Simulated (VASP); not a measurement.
# Y (P6_3/mmc) in VASP: a series of runs

Y is run at these levels: PBEsol; tasks: single point.

Program: VASP 6.6.1. These are calculated values, not measurements. Logs are shortened: lines on timing, memory, paths and dates and some standing lists are left out, and cuts for length are marked.

**1. The cell of the first run**

It takes space group P6_3/mmc (No. 194, hexagonal). Conventional cell: a = 3.669 Å, b = 3.669 Å, c = 5.528 Å, α = 90.00°, β = 90.00°, γ = 120.00°. Y (site symmetry -6m2) has 12 Y at 3.48 to 3.67 Å within 4.6 Å.

**2. Single point, PBEsol (biaxial strain in the a-b plane: +2.0 %, then relaxed in part)**

Input file INCAR:

```
ALGO = Fast
EDIFF = 1E-6
ENCUT = 520
GGA = PS
ISIF = 2
ISMEAR = 0
LASPH = T
LCHARG = F
LREAL = F
LWAVE = F
NBANDS = 18
NELM = 60
PREC = Accurate
SIGMA = 0.1
```

Input file KPOINTS:

```
k-points
0
Gamma
  18 18 10
```

Input file POSCAR:

```
Y
1.0
    3.6694669533      0.0000000000      0.0000000000
   -1.8347334766      3.1778515999      0.0000000000
    0.0000000000      0.0000000000      5.5283561983
Y
2
Direct
    0.3333333333      0.6666666667      0.2500000000
    0.6666666667      0.3333333333      0.7500000000
```

Potentials or basis: VASP PAW PBE potentials, release 64 (Y_sv).

Launch:

```
> cat potpaw_PBE.64/Y_sv/POTCAR > POTCAR
> mpirun -np 1 vasp_std > vasp.out
```

OUTCAR:

```text
EDIFF = 1E-6
   ENCUT = 520
   GGA = PS
   ISIF = 2
   ISMEAR = 0
   LASPH = T
   LREAL = F
   NELM = 60
   PREC = Accurate

 ion  position               nearest neighbor table
   1  0.333  0.667  0.250-   2 3.48   2 3.48   2 3.48   2 3.48   2 3.48   2 3.48
   2  0.667  0.333  0.750-   1 3.48   1 3.48   1 3.48   1 3.48   1 3.48   1 3.48

  LATTYP: Found a hexagonal cell.
 ALAT       =     3.6694669533
 C/A-ratio  =     1.5065829094

  Lattice vectors:

 A1 = (   3.6694669533,   0.0000000000,   0.0000000000)
 A2 = (  -1.8347334766,   3.1778515999,   0.0000000000)
 A3 = (   0.0000000000,   0.0000000000,   5.5283561983)

Analysis of symmetry for initial positions (statically):
=====================================================================
 Subroutine PRICEL returns:
 Original cell was already a primitive cell.

 Routine SETGRP: Setting up the symmetry group for a
 hexagonal supercell.

 Subroutine GETGRP returns: Found 24 space group operations
 (whereof 12 operations were pure point group operations)
 out of a pool of 24 trial point group operations.

The static configuration has the point symmetry D_3d.
 The point group associated with its full space group is D_6h.

Analysis of symmetry for dynamics (positions and initial velocities):
=====================================================================
 Subroutine PRICEL returns:
 Original cell was already a primitive cell.

 Routine SETGRP: Setting up the symmetry group for a
 hexagonal supercell.

 Subroutine GETGRP returns: Found 24 space group operations
 (whereof 12 operations were pure point group operations)
 out of a pool of 24 trial point group operations.

The dynamic configuration has the point symmetry D_3d.
 The point group associated with its full space group is D_6h.

 Subroutine INISYM returns: Found 24 space group operations
 (whereof 12 operations are pure point group operations),
 and found     1 'primitive' translations

----------------------------------------------------------------------------------------

                                     Primitive cell

  volume of cell :      64.4663

  direct lattice vectors                    reciprocal lattice vectors
     3.669466953  0.000000000  0.000000000     0.272519146  0.157339002  0.000000000
    -1.834733477  3.177851600  0.000000000     0.000000000  0.314678004  0.000000000
     0.000000000  0.000000000  5.528356198     0.000000000  0.000000000  0.180885595

  length of vectors
     3.669466953  3.669466953  5.528356198     0.314678004  0.314678004  0.180885595
[... 81 lines left out ...]
   EDIFF  = 0.1E-05   stopping-criterion for ELM
   LREAL  =      F    real-space projection
   EDIFFG = 0.1E-04   stopping-criterion for IOM
   NSW    =      0    number of steps for IOM
   IBRION =     -1    ionic relax: 0-MD 1-quasi-New 2-CG
   NFREE  =      0    steps in history (QN), initial steepest desc. (CG)
   ISIF   =      2    stress and relaxation
   ISYM   =      2    0-nonsym 1-usesym 2-fastsym
   POTIM  = 0.5000    time-step for ionic-motion
   TEBEG  =    0.0;   TEEND  =   0.0 temperature during run
   PSTRESS=    0.0 pullay stress
   NELECT =      22.0000    total number of electrons
   NUPDOWN=      -1.0000    fix difference up-down
   EMIN   =  10.00;   EMAX   =-10.00  energy-range for DOS
   EFERMI =   0.00;   METHOD = LEGACY
   ISMEAR =     0;   SIGMA  =   0.10  broadening in eV -4-tet -1-fermi 0-gaus
   EFERMI_NEDOS =   21; number of points for ismear=-14 and -15
   IALGO  =     68    algorithm
   IMIX   =      4    mixing-type and parameters
     AMIX     =   0.40;   BMIX     =  1.00
     AMIX_MAG =   1.60;   BMIX_MAG =  1.00
  volume/ion in A,a.u.               =      32.23       217.52
  Fermi-wavevector in a.u.,A,eV,Ry     =   1.144032  2.161907 17.807432  1.308809
  Thomas-Fermi vector in A             =   2.280725
   LORBIT       =      0    0 simple, 1 ext, 2 COOP (PROOUT), +10 PAW based schemes
   GGA     = PS    functional components
   LHFCALC =     F    Hartree Fock is set to
   AEXX    =    0.0000 exact exchange contribution
   IVDW    =     0    specifies the selected vdW correction
   LEPSILON=     F    determine dielectric tensor
   LRPA    =     F    only Hartree local field effects (RPA)
 non-spin polarized calculation
 RMM-DIIS sequential band-by-band and
 Gauss-broadening in eV      SIGMA  =   0.10
  energy-cutoff  :      520.00
  volume of cell :       64.47
 maximum number of plane-waves:      1760
 NGX is ok and might be reduce to    28
   NGX = 13   NGY = 13   NGZ = 21

 number of electron      22.0000001 magnetization

 Free energy of the ion-electron system (eV)
  ---------------------------------------------------
  ext. energy  EPLUGINS =         0.00000000
  ---------------------------------------------------
  free energy    TOTEN  =       -13.63321050 eV

  energy without entropy =      -13.61420117  energy(sigma->0) =      -13.62370583

 E-fermi :   2.9556     XC(G=0):  -9.6060

 val. band max:        2.9543726707   @ k =   0.2222   0.1111   0.4000
 cond. band min:       2.9557928802   @ k =   0.3333   0.0556   0.1000
 fundamental gap:      0.0014202095
 Fermi energy:         2.9556472582

 k-point     1 :       0.0000    0.0000    0.0000
  band No.  band energies     occupation
      1     -39.5885      2.00000
      2     -39.4949      2.00000
      3     -19.9378      2.00000
      4     -19.4267      2.00000
      5     -19.4267      2.00000
      6     -19.3094      2.00000
[... 481 lines left out ...]
      5     -19.6395      2.00000
      6     -19.5592      2.00000
[... 10 lines left out ...]
     17       7.8039      0.00000
     18       8.5709      0.00000

 [... further k-points ...]

------------------------ aborting loop because EDIFF is reached ----------------------------------------

  FORCE on cell =-STRESS in cart. coord.  units (eV):
  Direction    XX          YY          ZZ          XY          YZ          ZX
  --------------------------------------------------------------------------------------
  -------------------------------------------------------------------------------------
  Total       -0.7387132     -0.7387132     -0.0415089     -0.0000000      0.0000000      0.0000000
  in kB      -18.3592026    -18.3592026     -1.0316197     -0.0000000      0.0000000      0.0000000
  external PRESSURE =     -12.5833416 kB  Pullay stress =       0.0000000 kB

 VOLUME and BASIS-vectors are now :
 -----------------------------------------------------------------------------
  energy-cutoff  :      520.00
  volume of cell :       64.47
      direct lattice vectors                 reciprocal lattice vectors
     3.669466953  0.000000000  0.000000000     0.272519146  0.157339002  0.000000000
    -1.834733477  3.177851600  0.000000000     0.000000000  0.314678004  0.000000000
     0.000000000  0.000000000  5.528356198     0.000000000  0.000000000  0.180885595

 POSITION                                       TOTAL-FORCE (eV/Angst)
 -----------------------------------------------------------------------------------
     -0.00000      2.11857      1.38209        -0.000000      0.000000      0.000000
      1.83473      1.05928      4.14627         0.000000      0.000000      0.000000
 -----------------------------------------------------------------------------------
    total drift:                               -0.000000      0.000000     -0.000000

  FREE ENERGIE OF THE ION-ELECTRON SYSTEM (eV)
  ---------------------------------------------------
  free  energy   TOTEN  =       -13.6332104959 eV

  energy  without entropy=      -13.6142011704  energy(sigma->0) =      -13.62370583
```

OSZICAR:

```text
N       E                     dE             d eps       ncg     rms          rms(c)
DAV:   1     0.872048900175E+02    0.87205E+02   -0.11350E+04  7992   0.116E+03
DAV:   2    -0.656635892003E+01   -0.93771E+02   -0.92119E+02  9904   0.258E+02
DAV:   3    -0.138876673965E+02   -0.73213E+01   -0.72528E+01 14008   0.431E+01
DAV:   4    -0.140901990724E+02   -0.20253E+00   -0.20231E+00  9786   0.729E+00
DAV:   5    -0.140957679797E+02   -0.55689E-02   -0.55670E-02 11458   0.897E-01    0.336E+01
RMM:   6    -0.137133826876E+02    0.38239E+00   -0.42457E-01  8596   0.360E+00    0.210E+01
RMM:   7    -0.136491780042E+02    0.64205E-01   -0.10706E+00 10681   0.563E+00    0.189E+00
RMM:   8    -0.136310051300E+02    0.18173E-01   -0.15146E-01  9424   0.231E+00    0.901E-01
RMM:   9    -0.136329760852E+02   -0.19710E-02   -0.27774E-02 12700   0.734E-01    0.570E-01
RMM:  10    -0.136358443175E+02   -0.28682E-02   -0.11696E-02 14386   0.394E-01    0.204E+00
RMM:  11    -0.136330387008E+02    0.28056E-02   -0.50475E-03 11254   0.600E-01    0.167E-01
RMM:  12    -0.136332077195E+02   -0.16902E-03   -0.73100E-04 13507   0.167E-01    0.328E-01
RMM:  13    -0.136331962992E+02    0.11420E-04   -0.32376E-04 14225   0.866E-02    0.159E-01
RMM:  14    -0.136331989853E+02   -0.26862E-05   -0.14124E-04 13936   0.631E-02    0.322E-02
RMM:  15    -0.136332052980E+02   -0.63127E-05   -0.71466E-05 13834   0.352E-02    0.176E-02
RMM:  16    -0.136332082430E+02   -0.29450E-05   -0.31043E-05 11373   0.182E-02    0.256E-03
RMM:  17    -0.136332096731E+02   -0.14301E-05   -0.14275E-05  9945   0.112E-02    0.563E-03
RMM:  18    -0.136332104959E+02   -0.82281E-06   -0.82392E-06  8163   0.748E-03
   1 F= -.13633210E+02 E0= -.13623706E+02  d E =-.190093E-01
```

stdout:

```text
POSCAR found type information on POSCAR Y
 POSCAR found :  1 types and       2 ions
 scaLAPACK will be used
 -----------------------------------------------------------------------------
|                                                                             |
|                                                                             |
|     You enforced a specific xc type in the INCAR file but a different       |
|     I HOPE YOU KNOW WHAT YOU ARE DOING!                                     |
|                                                                             |
 -----------------------------------------------------------------------------

 LDA part: xc-table for (Slater+PW92), standard interpolation
 POSCAR, INCAR and KPOINTS ok, starting setup
 FFT: planning ... GRIDC
 FFT: planning ... GRID_SOFT
 FFT: planning ... GRID
 WAVECAR not read
 entering main loop
WARNING in EDDRMM: call to ZHEGV failed, returncode =   6  3      9
WARNING in EDDRMM: call to ZHEGV failed, returncode =   8  4     14
WARNING in EDDRMM: call to ZHEGV failed, returncode =   6  3     17
WARNING in EDDRMM: call to ZHEGV failed, returncode =   6  3      9
WARNING in EDDRMM: call to ZHEGV failed, returncode =   6  3      9
WARNING in EDDRMM: call to ZHEGV failed, returncode =   6  3     10
```

Wall time 5 min (1 thread of Oxide Virtual Turin-like, shared host); peak memory 0.33 GiB.

What came out:

```yaml
Free_energy: -13.6332 eV
Pressure: -1.3 GPa
Band_gap_on_the_k_mesh: zero (bands 11 and 12 overlap by 1.77 eV)
```

Stress tensor (GPa, compression positive):
```
-1.84  0.00  0.00
 0.00 -1.84  0.00
 0.00  0.00 -0.10
```

Levels at points of the mesh, in eV from the Fermi level:
```
           k point  band 9  band 10  band 11  band 12  band 13  band 14
(0.00, 0.00, 0.00)   -4.71    -1.83     1.25     1.70     1.70     2.36
(0.50, 0.00, 0.00)   -1.72    -1.22    -0.77    -0.16     1.30     1.61
(0.00, 0.00, 0.50)   -3.16    -3.16     1.13     1.13     1.55     1.55
(0.50, 0.00, 0.50)   -1.66    -1.66     0.15     0.15     1.45     1.45
```

Caveat: the cell differs from its parent crystal (biaxial strain in the a-b plane: +2.0 %, then relaxed in part); the PAW data sets were made with another functional, which shifts forces and pressure a little.

**3. Single point, PBEsol (biaxial strain in the a-b plane: +3.0 %, then relaxed in part)**

Input file INCAR:

```
PREC = Accurate
ENCUT = 520
EDIFF = 1E-6
ISMEAR = 0
SIGMA = 0.1
LREAL = False
LASPH = True
NELM = 60
ALGO = Fast
ISIF = 2
LWAVE = False
LCHARG = False
GGA = PS
NBANDS = 18
```

Input file KPOINTS:

```
Automatic mesh
0
Gamma
  18 18 10
```

Input file POSCAR:

```
Y
1.0
    3.7054421195      0.0000000000      0.0000000000
   -1.8527210598      3.2090070077      0.0000000000
    0.0000000000      0.0000000000      5.5008183353
Y
2
Direct
    0.3333333333      0.6666666667      0.2500000000
    0.6666666667      0.3333333333      0.7500000000
```

Potentials or basis: VASP PAW PBE potentials, release 64 (Y_sv).

Launch:

```
> cat potpaw_PBE.64/Y_sv/POTCAR > POTCAR
> mpirun -np 1 vasp_std > vasp.out
```

Run time: 5.5 min. Hardware: 1 thread of Oxide Virtual Turin-like, shared host; peak memory 0.33 GiB.

Results (log left out):

```yaml
Free_energy: -13.6156 eV
Pressure: -1.8 GPa
Band_gap_on_the_k_mesh: zero (bands 11 and 12 overlap by 1.85 eV)
```

Stress tensor (GPa, compression positive):
```
-2.66  0.00  0.00
 0.00 -2.66  0.00
 0.00  0.00 -0.10
```

Levels at points of the mesh, in eV from the Fermi level:
| k point | band 8 | band 9 | band 10 | band 11 | band 12 | band 13 | band 14 | band 15 |
| --- | --- | --- | --- | --- | --- | --- | --- | --- |
| (0.00, 0.00, 0.00) | -22.24 | -4.68 | -1.78 | 1.31 | 1.67 | 1.67 | 2.38 | 2.38 |
| (0.50, 0.00, 0.00) | -22.35 | -1.72 | -1.19 | -0.72 | -0.22 | 1.23 | 1.64 | 2.32 |
| (0.00, 0.00, 0.50) | -22.37 | -3.12 | -3.12 | 1.18 | 1.18 | 1.50 | 1.50 | 1.50 |
| (0.50, 0.00, 0.50) | -22.39 | -1.63 | -1.63 | 0.18 | 0.18 | 1.43 | 1.43 | 2.61 |

Caveat: the cell differs from its parent crystal (biaxial strain in the a-b plane: +3.0 %, then relaxed in part); the PAW data sets were made with another functional, which shifts forces and pressure a little.

**4. Single point, PBEsol (biaxial strain in the a-b plane: +3.0 %)**

Input file INCAR:

```
PREC = Accurate
ENCUT = 520
EDIFF = 1E-6
ISMEAR = 0
SIGMA = 0.1
LREAL = F
LASPH = T
NELM = 80
ALGO = Fast
ISIF = 2
LWAVE = F
LCHARG = F
GGA = PS
NBANDS = 18
```

KPOINTS is that of step 3.

POSCAR: that of step 3 with these lines changed.

```diff
@@ -4,3 +4,3 @@
    -1.8527210598      3.2090070077      0.0000000000
-    0.0000000000      0.0000000000      5.5008183353
+    0.0000000000      0.0000000000      5.4852164305
 Y
```

Launch:

```
> cat potpaw_PBE.64/Y_sv/POTCAR > POTCAR
> mpirun -np 1 vasp_std > vasp.out
```

It took 6.6 min on 1 thread of Oxide Virtual Turin-like, shared host; peak memory 0.34 GiB.

The run converged. Its results:

| Property | Result |
| --- | --- |
| Free energy | -13.6156 eV |
| Pressure | -1.7 GPa |
| Band gap on the k mesh | zero (bands 11 and 12 overlap by 1.88 eV) |

Stress tensor (GPa, compression positive):
```
-2.62  0.00  0.00
 0.00 -2.62  0.00
 0.00  0.00  0.12
```

Levels at points of the mesh, in eV from the Fermi level:
```csv
k point,band 9,band 10,band 11,band 12,band 13,band 14
"(0.00, 0.00, 0.00)",-4.68,-1.78,1.34,1.66,1.66,2.39
"(0.50, 0.00, 0.00)",-1.73,-1.20,-0.72,-0.22,1.22,1.66
"(0.00, 0.00, 0.50)",-3.11,-3.11,1.20,1.20,1.49,1.49
"(0.50, 0.00, 0.50)",-1.63,-1.63,0.18,0.18,1.44,1.44
```

Caveat: the cell differs from its parent crystal (biaxial strain in the a-b plane: +3.0 %); the PAW data sets were made with another functional, which shifts forces and pressure a little.

**5. Overview**

| cell | gap on the mesh (eV) | pressure (GPa) |
| --- | --- | --- |
| a = 3.669, b = 3.669, c = 5.528 Å, angles 90.0, 90.0, 120.0°, 2 atoms | none | -1.3 |
| a = 3.705, b = 3.705, c = 5.501 Å, angles 90.0, 90.0, 120.0°, 2 atoms | none | -1.8 |
| a = 3.705, b = 3.705, c = 5.485 Å, angles 90.0, 90.0, 120.0°, 2 atoms | none | -1.7 |

Alike in all rows: task single point; level PBEsol; potentials or basis VASP PAW PBE potentials, release 64 (Y_sv); no spin polarisation; k mesh 18 × 18 × 10; cutoff (eV) 520; smearing gaussian 0.1 eV.

Caveats: the PAW data sets were made with another functional, which shifts forces and pressure a little.

Absolute energies hang on the potentials; compare differences alone.
